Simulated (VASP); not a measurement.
Write the native input for VASP 6.6.1 that does the following.

```
Task                   : single point
Functional             : PBEsol
Potentials or basis    : VASP PAW PBE potentials, release 64 (Ru_pv)
Cutoff                 : 520 eV
k mesh                 : 21 × 21 × 12
Occupations            : gaussian, width 0.15 eV
Spin                   : no spin polarisation
Dipole correction      : no
Further INCAR settings : ALGO = Fast; EDIFF = 1e-06; NBANDS = 21
```

The structure of Ru lies in POSCAR:

```
Ru
1.0
    2.7180589764      0.0000000000      0.0000000000
   -1.3590294882      2.3539081226      0.0000000000
    0.0000000000      0.0000000000      4.2972393606
Ru
2
Direct
    0.3333333333      0.6666666667      0.2500000000
    0.6666666667      0.3333333333      0.7500000000
```

This cell differs from its parent crystal: volume 13.747 Å^3 an atom, c/a of the conventional cell 1.5810.

One way to write it, as run:

INCAR

```
PREC = Accurate ; ENCUT = 520
EDIFF = 1E-6 ; ISMEAR = 0
SIGMA = 0.15 ; LREAL = F
LASPH = T ; NELM = 60
ALGO = Fast ; ISIF = 2
LWAVE = F ; LCHARG = T
GGA = PS ; LELF = T
LVHAR = T ; NBANDS = 21
```

KPOINTS

```
regular mesh
0
Gamma
  21 21 12
```

Potentials or basis: VASP PAW PBE potentials, release 64 (Ru_pv).

The run is started by

```console
$ cat potpaw_PBE.64/Ru_pv/POTCAR > POTCAR
$ mpirun -np 1 vasp_std > vasp.out
```

It gave:

```
Pressure               : -10.2 GPa
Band gap on the k mesh : zero (band 14 reaches 14.02 eV, above the bottom of band 15 at 10.89 eV)
```

Caveat: the PAW data sets were made with another functional, which shifts forces and pressure a little.

It took 110 s on 1 thread of Intel(R) Xeon(R) Platinum 8375C CPU @ 2.90GHz (Ice Lake), on a shared host, peak memory 0.26 GiB.
